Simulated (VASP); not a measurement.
# ZnO2 (Pa-3) in VASP: further runs

Runs on ZnO2. Level: r2SCAN. Tasks: relaxation of cell and atoms, single point.

All numbers are computed with VASP 6.6.1; they aren't measurements. Logs are shortened: lines on timing, memory, paths and dates and some standing lists are left out, and cuts for length are marked.

**1. The cell of the first run**

It takes space group Pa-3 (No. 205, cubic). The conventional cell has a = 4.957 Å, b = 4.957 Å, c = 4.957 Å, α = 90.00°, β = 90.00°, γ = 90.00°. Within 2.8 Å of Zn (site symmetry -3) lie 6 O at 2.14 Å. Within 2.0 Å of O (site symmetry 3) lie 1 O at 1.50 Å.

**2. Relaxation of cell and atoms, r2SCAN**

POSCAR

```
ZnO2
1.0
    4.9573270000      0.0000000000      0.0000000000
    0.0000000000      4.9573270000      0.0000000000
    0.0000000000      0.0000000000      4.9573270000
Zn O
4 8
Direct
    0.0000000000      0.5000000000      0.5000000000
    0.5000000000      0.5000000000      0.0000000000
    0.5000000000      0.0000000000      0.5000000000
    0.0000000000      0.0000000000      0.0000000000
    0.4125830000      0.0874170000      0.9125830000
    0.0874170000      0.9125830000      0.4125830000
    0.9125830000      0.4125830000      0.0874170000
    0.5874170000      0.5874170000      0.5874170000
    0.4125830000      0.4125830000      0.4125830000
    0.0874170000      0.5874170000      0.9125830000
    0.9125830000      0.0874170000      0.5874170000
    0.5874170000      0.9125830000      0.0874170000
```

INCAR.step1

```
SYSTEM = ZnO2
PREC = Accurate
ENCUT = 600
ISMEAR = 0
SIGMA = 0.1
LREAL = .FALSE.
LASPH = .TRUE.
NELM = 100
GGA = PE
ALGO = Normal
EDIFF = 1E-4
LWAVE = .TRUE.
LCHARG = .FALSE.
```

INCAR.step2

```
SYSTEM = ZnO2
PREC = Accurate
ENCUT = 600
EDIFF = 1E-6
ISMEAR = 0
SIGMA = 0.1
LREAL = .FALSE.
LASPH = .TRUE.
NELM = 100
ALGO = Normal
ISIF = 3
LWAVE = .FALSE.
LCHARG = .FALSE.
METAGGA = R2SCAN
LMIXTAU = .TRUE.
IBRION = 2
NSW = 90
EDIFFG = -0.04
ISTART = 1
```

KPOINTS

```
Automatic mesh
0
G
  4 4 4
  0 0 0
```

Potentials or basis: VASP PAW PBE potentials, release 64 (Zn, O).

On the command line:

```bash
$ cat potpaw_PBE.64/Zn/POTCAR potpaw_PBE.64/O/POTCAR > POTCAR
$ cp INCAR.step1 INCAR
$ mpirun -np 1 vasp_std > vasp.out
$ cp INCAR.step2 INCAR
$ mpirun -np 1 vasp_std > vasp.out
```

OUTCAR:

```text
SYSTEM = ZnO2
   PREC = Accurate
   ENCUT = 600
   EDIFF = 1E-6
   ISMEAR = 0
   LREAL = .FALSE.
   LASPH = .TRUE.
   NELM = 100
   ISIF = 3
   METAGGA = R2SCAN
   IBRION = 2
   NSW = 90
   EDIFFG = -0.04
   ISTART = 1

 ion  position               nearest neighbor table
   1  0.000  0.500  0.500-   6 2.14   7 2.14   8 2.14   9 2.14  10 2.14  11 2.14
   2  0.500  0.500  0.000-   5 2.14   7 2.14   8 2.14   9 2.14  10 2.14  12 2.14
   3  0.500  0.000  0.500-   5 2.14   6 2.14   8 2.14   9 2.14  11 2.14  12 2.14
   4  0.000  0.000  0.000-   5 2.14   6 2.14   7 2.14  10 2.14  11 2.14  12 2.14
   5  0.413  0.087  0.913-  12 1.50   3 2.14   4 2.14   2 2.14
   6  0.087  0.913  0.413-  11 1.50   3 2.14   4 2.14   1 2.14
   7  0.913  0.413  0.087-  10 1.50   2 2.14   4 2.14   1 2.14
   8  0.587  0.587  0.587-   9 1.50   2 2.14   3 2.14   1 2.14
   9  0.413  0.413  0.413-   8 1.50   2 2.14   3 2.14   1 2.14
  10  0.087  0.587  0.913-   7 1.50   2 2.14   4 2.14   1 2.14
  11  0.913  0.087  0.587-   6 1.50   3 2.14   4 2.14   1 2.14
  12  0.587  0.913  0.087-   5 1.50   3 2.14   4 2.14   2 2.14

  LATTYP: Found a simple cubic cell.
 ALAT       =     4.9573270000

  Lattice vectors:

 A1 = (   4.9573270000,   0.0000000000,   0.0000000000)
 A2 = (   0.0000000000,   4.9573270000,   0.0000000000)
 A3 = (   0.0000000000,   0.0000000000,   4.9573270000)

Analysis of symmetry for initial positions (statically):
=====================================================================
 Subroutine PRICEL returns:
 Original cell was already a primitive cell.

 Routine SETGRP: Setting up the symmetry group for a
 simple cubic supercell.

 Subroutine GETGRP returns: Found 24 space group operations
 (whereof  6 operations were pure point group operations)
 out of a pool of 48 trial point group operations.

The static configuration has the point symmetry S_6 .
 The point group associated with its full space group is T_h .

Analysis of symmetry for dynamics (positions and initial velocities):
=====================================================================
 Subroutine PRICEL returns:
 Original cell was already a primitive cell.

 Routine SETGRP: Setting up the symmetry group for a
 simple cubic supercell.

 Subroutine GETGRP returns: Found 24 space group operations
 (whereof  6 operations were pure point group operations)
 out of a pool of 48 trial point group operations.

The dynamic configuration has the point symmetry S_6 .
 The point group associated with its full space group is T_h .

 Subroutine INISYM returns: Found 24 space group operations
 (whereof  6 operations are pure point group operations),
 and found     1 'primitive' translations

----------------------------------------------------------------------------------------

                                     Primitive cell

  volume of cell :     121.8268

  direct lattice vectors                    reciprocal lattice vectors
     4.957327000  0.000000000  0.000000000     0.201721613  0.000000000  0.000000000
     0.000000000  4.957327000  0.000000000     0.000000000  0.201721613  0.000000000
     0.000000000  0.000000000  4.957327000     0.000000000  0.000000000  0.201721613

  length of vectors
     4.957327000  4.957327000  4.957327000     0.201721613  0.201721613  0.201721613

  position of ions in fractional coordinates (direct lattice)
     0.000000000  0.500000000  0.500000000
     0.500000000  0.500000000  0.000000000
     0.500000000  0.000000000  0.500000000
     0.000000000  0.000000000  0.000000000
     0.412583000  0.087417000  0.912583000
     0.087417000  0.912583000  0.412583000
     0.912583000  0.412583000  0.087417000
     0.587417000  0.587417000  0.587417000
     0.412583000  0.412583000  0.412583000
     0.087417000  0.587417000  0.912583000
     0.912583000  0.087417000  0.587417000
     0.587417000  0.912583000  0.087417000

  ion indices of the primitive-cell ions
   primitive index   ion index
                 1           1
                 2           2
                 3           3
                 4           4
                 5           5
                 6           6
                 7           7
                 8           8
                 9           9
                10          10
                11          11
                12          12

----------------------------------------------------------------------------------------

 KPOINTS: Automatic mesh

Automatic generation of k-mesh.
 Grid dimensions read from file:
 generate k-points for:    4    4    4

 Generating k-lattice:

  Cartesian coordinates                     Fractional coordinates (reciprocal lattice)
     0.050430403  0.000000000  0.000000000     0.250000000  0.000000000  0.000000000
     0.000000000  0.050430403  0.000000000     0.000000000  0.250000000  0.000000000
     0.000000000  0.000000000  0.050430403     0.000000000  0.000000000  0.250000000

  Length of vectors
     0.050430403  0.050430403  0.050430403

  Shift w.r.t. Gamma in fractional coordinates (k-lattice)
     0.000000000  0.000000000  0.000000000

 Subroutine IBZKPT returns following result:
 ===========================================

 Found     11 irreducible k-points:

 Following reciprocal coordinates:
            Coordinates               Weight
  0.000000  0.000000  0.000000      1.000000
  0.250000  0.000000  0.000000      6.000000
  0.500000  0.000000  0.000000      3.000000
  0.250000  0.250000  0.000000     12.000000
  0.500000  0.250000  0.000000      6.000000
 -0.250000  0.500000  0.000000      6.000000
  0.500000  0.500000  0.000000      3.000000
  0.250000  0.250000  0.250000      8.000000
  0.500000  0.250000  0.250000     12.000000
  0.500000  0.500000  0.250000      6.000000
  0.500000  0.500000  0.500000      1.000000
   k-points           NKPTS =     11   k-points in BZ     NKDIM =     11   number of bands    NBANDS=     57
   number of dos      NEDOS =    301   number of ions     NIONS =     12
   total plane-waves  NPLWV =  64000
   dimension x,y,z NGX =    40 NGY =   40 NGZ =   40
   dimension x,y,z NGXF=    80 NGYF=   80 NGZF=   80
   ions per type =               4   8
   NGX,Y,Z   is equivalent  to a cutoff of  13.41, 13.41, 13.41 a.u.
   NGXF,Y,Z  is equivalent  to a cutoff of  26.83, 26.83, 26.83 a.u.
 SYSTEM =  ZnO2
   PREC   = accura    normal or accurate (medium, high low for compatibility)
   ISTART =      1    job   : 0-new  1-cont  2-samecut
   ICHARG =      0    charge: 1-file 2-atom 10-const
   ISPIN  =      1    spin polarized calculation?
   LNONCOLLINEAR =      F non collinear calculations
   LSORBIT =      F    spin-orbit coupling
   LASPH  =      T    aspherical Exc in radial PAW
   ENCUT  =  600.0 eV  44.10 Ry    6.64 a.u.   9.90  9.90  9.90*2*pi/ulx,y,z
   NELM   =    100;   NELMIN=  2; NELMDL=  0     # of ELM steps
   EDIFF  = 0.1E-05   stopping-criterion for ELM
   LREAL  =      F    real-space projection
   EDIFFG = -.4E-01   stopping-criterion for IOM
   NSW    =     90    number of steps for IOM
   IBRION =      2    ionic relax: 0-MD 1-quasi-New 2-CG
   NFREE  =      1    steps in history (QN), initial steepest desc. (CG)
   ISIF   =      3    stress and relaxation
   ISYM   =      2    0-nonsym 1-usesym 2-fastsym
   POTIM  = 0.5000    time-step for ionic-motion
   TEBEG  =    0.0;   TEEND  =   0.0 temperature during run
   PSTRESS=    0.0 pullay stress
   NELECT =      96.0000    total number of electrons
   NUPDOWN=      -1.0000    fix difference up-down
   EMIN   =  10.00;   EMAX   =-10.00  energy-range for DOS
   EFERMI =   0.00;   METHOD = LEGACY
   ISMEAR =     0;   SIGMA  =   0.10  broadening in eV -4-tet -1-fermi 0-gaus
   EFERMI_NEDOS =   21; number of points for ismear=-14 and -15
   IALGO  =     38    algorithm
   IMIX   =      4    mixing-type and parameters
     AMIX     =   0.40;   BMIX     =  1.00
     AMIX_MAG =   1.60;   BMIX_MAG =  1.00
  volume/ion in A,a.u.               =      10.15        68.51
  Fermi-wavevector in a.u.,A,eV,Ry     =   1.512113  2.857480 31.109540  2.286487
  Thomas-Fermi vector in A             =   2.622081
   LORBIT       =      0    0 simple, 1 ext, 2 COOP (PROOUT), +10 PAW based schemes
   METAGGA = R2SCAN    functional components
   LHFCALC =     F    Hartree Fock is set to
   AEXX    =    0.0000 exact exchange contribution
   IVDW    =     0    specifies the selected vdW correction
   LEPSILON=     F    determine dielectric tensor
   LRPA    =     F    only Hartree local field effects (RPA)
 conjugate gradient relaxation of ions
 non-spin polarized calculation
 Gauss-broadening in eV      SIGMA  =   0.10
  energy-cutoff  :      600.00
  volume of cell :      121.83
 maximum number of plane-waves:      4076
   NGX = 19   NGY = 19   NGZ = 19

--------------------------------------- Ionic step        1  -------------------------------------------

 number of electron      96.0000002 magnetization

 Free energy of the ion-electron system (eV)
  ---------------------------------------------------
  ext. energy  EPLUGINS =         0.00000000
  ---------------------------------------------------
  free energy    TOTEN  =       -94.11850961 eV

  energy without entropy =      -94.11850961  energy(sigma->0) =      -94.11850961

------------------------ aborting loop because EDIFF is reached ----------------------------------------

  FORCE on cell =-STRESS in cart. coord.  units (eV):
  Direction    XX          YY          ZZ          XY          YZ          ZX
  --------------------------------------------------------------------------------------
  -------------------------------------------------------------------------------------
  Total       -5.2781256     -5.2781256     -5.2781256     -0.0000000      0.0000000      0.0000000
  in kB      -69.4140842    -69.4140842    -69.4140842     -0.0000000      0.0000000      0.0000000
  external PRESSURE =     -69.4140842 kB  Pullay stress =       0.0000000 kB
[... 215 lines left out ...]
  energy  without entropy=      -94.2455352962  energy(sigma->0) =      -94.24553530

--------------------------------------- Ionic step        6  -------------------------------------------

 number of electron      95.9999912 magnetization

 Free energy of the ion-electron system (eV)
  ---------------------------------------------------
  ext. energy  EPLUGINS =         0.00000000
  ---------------------------------------------------
  free energy    TOTEN  =       -94.25333116 eV

  energy without entropy =      -94.25333116  energy(sigma->0) =      -94.25333116

 E-fermi :   3.1531     XC(G=0): -12.4104

 val. band max:        2.7212075516   @ k =   0.0000   0.0000   0.0000
 cond. band min:       5.5644003392   @ k =   0.2500   0.2500   0.0000
 fundamental gap:      2.8431927876
 Fermi energy:         3.1531127351

 k-point     1 :       0.0000    0.0000    0.0000
  band No.  band energies     occupation
      1     -20.8072      2.00000
      2     -20.0480      2.00000
      3     -20.0480      2.00000
      4     -20.0480      2.00000
      5     -14.2663      2.00000
      6     -14.2663      2.00000
[... 688 lines left out ...]
  FREE ENERGIE OF THE ION-ELECTRON SYSTEM (eV)
  ---------------------------------------------------
  free  energy   TOTEN  =       -94.2533311581 eV

  energy  without entropy=      -94.2533311581  energy(sigma->0) =      -94.25333116

 reached required accuracy - stopping structural energy minimisation
```

Wall time 12 min (1 thread of Intel Xeon 6975P-C (Granite Rapids), shared host); peak memory 0.29 GiB.

What came out:

- Free energy: -94.2533 eV
- Relaxed volume: 9.67 Å³/atom
- Relaxed cell: a = 4.878 Å, b = 4.878 Å, c = 4.878 Å, α = 90.00°, β = 90.00°, γ = 90.00°
- Space group after relaxing (to 0.1 Å): Pa-3 (No. 205)
- Energy gained by relaxing: 11.2 meV/atom
- Ionic steps: 6
- Pressure after relaxing: 0.0 GPa
- Largest force after relaxing: 0.021 eV/Å
- Band gap on the k mesh: 2.84 eV (least direct gap 2.96 eV)

Forces in eV/Å, atoms in the order of the input:
```
Zn   0.000  0.000  0.000
Zn   0.000  0.000  0.000
Zn   0.000  0.000  0.000
Zn   0.000  0.000  0.000
O    0.012 -0.012  0.012
O   -0.012  0.012  0.012
O    0.012  0.012 -0.012
O   -0.012 -0.012 -0.012
O    0.012  0.012  0.012
O   -0.012 -0.012  0.012
O    0.012 -0.012 -0.012
O   -0.012  0.012 -0.012
```

The path:
```tsv
step	energy change (eV)	largest force (eV/Å)	pressure (GPa)	volume (Å³)
1	0.0000	0.0063	-6.94	121.83
2	-0.1033	0.4686	3.44	114.23
3	-0.1251	0.3265	0.21	116.36
4	-0.1250	0.3159	-0.07	116.53
5	-0.1270	0.2942	0.14	115.71
6	-0.1348	0.0205	0.05	116.09
```

Final structure:
```yaml
crystal:
  lattice:
    - [4.87826, 0.00000, 0.00000]
    - [0.00000, 4.87826, 0.00000]
    - [0.00000, 0.00000, 4.87826]
  atoms:
    - { symbol: Zn, position: [0.00000, 0.50000, 0.50000] }
    - { symbol: Zn, position: [0.50000, 0.50000, 0.00000] }
    - { symbol: Zn, position: [0.50000, 0.00000, 0.50000] }
    - { symbol: Zn, position: [0.00000, 0.00000, 0.00000] }
    - { symbol: O, position: [0.41171, 0.08829, 0.91171] }
    - { symbol: O, position: [0.08829, 0.91171, 0.41171] }
    - { symbol: O, position: [0.91171, 0.41171, 0.08829] }
    - { symbol: O, position: [0.58829, 0.58829, 0.58829] }
    - { symbol: O, position: [0.41171, 0.41171, 0.41171] }
    - { symbol: O, position: [0.08829, 0.58829, 0.91171] }
    - { symbol: O, position: [0.91171, 0.08829, 0.58829] }
    - { symbol: O, position: [0.58829, 0.91171, 0.08829] }
```

Caveat: the PAW data sets were made with another functional, which shifts forces and pressure a little. A k mesh can miss the band edges.

**3. Single point, r2SCAN**

This run uses another cell than the first one, of 9.62 Å³/atom.

POSCAR

```
ZnO2
1.0
    4.8690756061      0.0000000000      0.0000000000
    0.0000000000      4.8690756061      0.0000000000
    0.0000000000      0.0000000000      4.8690756061
Zn O
4 8
Direct
    0.0000000000      0.5000000000      0.5000000000
    0.5000000000      0.5000000000      0.0000000000
    0.5000000000      0.0000000000      0.5000000000
    0.0000000000      0.0000000000      0.0000000000
    0.4121493816      0.0878506184      0.9121493816
    0.0878506184      0.9121493816      0.4121493816
    0.9121493816      0.4121493816      0.0878506184
    0.5878506184      0.5878506184      0.5878506184
    0.4121493816      0.4121493816      0.4121493816
    0.0878506184      0.5878506184      0.9121493816
    0.9121493816      0.0878506184      0.5878506184
    0.5878506184      0.9121493816      0.0878506184
```

INCAR.step1

```
SYSTEM = ZnO2
ALGO = Normal
EDIFF = 1E-4
ENCUT = 520
GGA = PE
ISMEAR = 0
LASPH = .TRUE.
LCHARG = .FALSE.
LREAL = .FALSE.
LWAVE = .TRUE.
NBANDS = 60
NELM = 60
PREC = Accurate
SIGMA = 0.1
```

INCAR.step2

```
SYSTEM = ZnO2
ALGO = Normal
EDIFF = 1E-7
ENCUT = 520
ISIF = 2
ISMEAR = 0
ISTART = 1
LASPH = .TRUE.
LCHARG = .FALSE.
LMIXTAU = .TRUE.
LREAL = .FALSE.
LWAVE = .FALSE.
METAGGA = R2SCAN
NBANDS = 60
NELM = 60
PREC = Accurate
SIGMA = 0.1
```

KPOINTS

```
k-points
0
G
  4 4 4
  0 0 0
```

Potentials or basis: VASP PAW PBE potentials, release 64 (Zn, O).

On the command line:

```bash
$ cat potpaw_PBE.64/Zn/POTCAR potpaw_PBE.64/O/POTCAR > POTCAR
$ cp INCAR.step1 INCAR
$ mpirun -np 1 vasp_std > vasp.out
$ cp INCAR.step2 INCAR
$ mpirun -np 1 vasp_std > vasp.out
```

Run time: 7.1 min. Hardware: 1 thread of Intel Xeon 8259CL, shared host; peak memory 0.25 GiB.

It converged, with:

| Property | Result |
| --- | --- |
| Free energy | -94.2037 eV |
| Pressure | 1.6 GPa |
| Largest force | 0.213 eV/Å |
| Band gap on the k mesh | 2.90 eV (least direct gap 3.02 eV) |

Forces in eV/Å, atoms in the order of the input:
```
Zn   0.000  0.000  0.000
Zn   0.000  0.000  0.000
Zn   0.000  0.000  0.000
Zn   0.000  0.000  0.000
O   -0.123  0.123 -0.123
O    0.123 -0.123 -0.123
O   -0.123 -0.123  0.123
O    0.123  0.123  0.123
O   -0.123 -0.123 -0.123
O    0.123  0.123 -0.123
O   -0.123  0.123  0.123
O    0.123 -0.123  0.123
```

Levels at points of the mesh, in eV from the valence-band top:
```
           k point  band 45  band 46  band 47  band 48  band 49  band 50  band 51  band 52
(0.00, 0.00, 0.00)    -0.29    -0.29     0.00     0.00     3.72     3.87     3.87     3.87
(0.50, 0.00, 0.00)    -1.37    -1.37    -0.21    -0.21     3.09     3.09     3.89     3.89
(0.50, 0.50, 0.00)    -1.32    -1.32    -1.32    -1.32     3.56     3.56     3.56     3.56
(0.50, 0.50, 0.50)    -2.18    -2.18    -2.18    -2.18     4.14     4.14     4.14     4.14
```

Caveat: the PAW data sets were made with another functional, which shifts forces and pressure a little. A k mesh can miss the band edges.
